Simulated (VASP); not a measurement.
Here is a VASP 6.6.1 calculation.

File INCAR:

```
PREC = Accurate
ENCUT = 600
EDIFF = 1E-7
ISMEAR = 0
SIGMA = 0.01
LREAL = F
LASPH = T
NELM = 100
ALGO = Normal
ISIF = 3
LWAVE = F
LCHARG = F
GGA = PS
IBRION = 2
NSW = 100
EDIFFG = -0.002
PSTRESS = 100.0
```

File KPOINTS:

```
Automatic mesh
0
Gamma
  6 6 4
```

Contents of POSCAR:

```
CdSe
1.0
    4.3011016630      0.0000000000      0.0000000000
   -2.1505508315      3.7248633044      0.0000000000
    0.0000000000      0.0000000000      7.0222409791
Cd Se
2 2
Direct
    0.3333333333      0.6666666667      0.0046992087
    0.6666666667      0.3333333333      0.5046992087
    0.3333333333      0.6666666667      0.3803007913
    0.6666666667      0.3333333333      0.8803007913
```

Potentials or basis: VASP PAW PBE potentials, release 64 (Cd, Se).

Run with:

```console
$ cat potpaw_PBE.64/Cd/POTCAR potpaw_PBE.64/Se/POTCAR > POTCAR
$ mpirun -np 1 vasp_std > vasp.out
```

Problem. What does it give for the space group after relaxing (to 0.1 Å)?

Solution. P6_3mc (No. 186).

Problem. What does it give for the relaxed cell?

Solution. a = 4.107 Å, b = 4.107 Å, c = 6.743 Å, α = 90.00°, β = 90.00°, γ = 120.00°.

Problem. Estimate the band gap on the k mesh.

Solution. 0.80 eV.

The path:
```csv
step,energy change (eV),largest force (eV/Å),pressure (GPa),volume (Å³)
1,0.0000,0.0014,0.31,112.50
2,1.6110,0.0419,25.34,87.03
3,0.3829,0.0177,9.74,98.79
4,0.3990,0.0181,9.99,98.53
5,0.4158,0.0185,10.25,98.26
6,0.3852,0.0077,9.76,98.75
7,0.3992,0.0127,9.99,98.52
8,0.3989,0.0125,9.98,98.53
9,0.3990,0.0104,9.98,98.53
10,0.3994,0.0038,9.99,98.52
11,0.4002,0.0095,10.00,98.50
12,0.4007,0.0022,10.00,98.50
13,0.4007,0.0030,10.00,98.50
14,0.4007,0.0031,10.00,98.50
15,0.4005,0.0019,10.00,98.50
```

Caveat: the cell is relaxed towards a set pressure, so the run minimises the enthalpy, not the energy; the PAW data sets were made with another functional, which shifts forces and pressure a little.
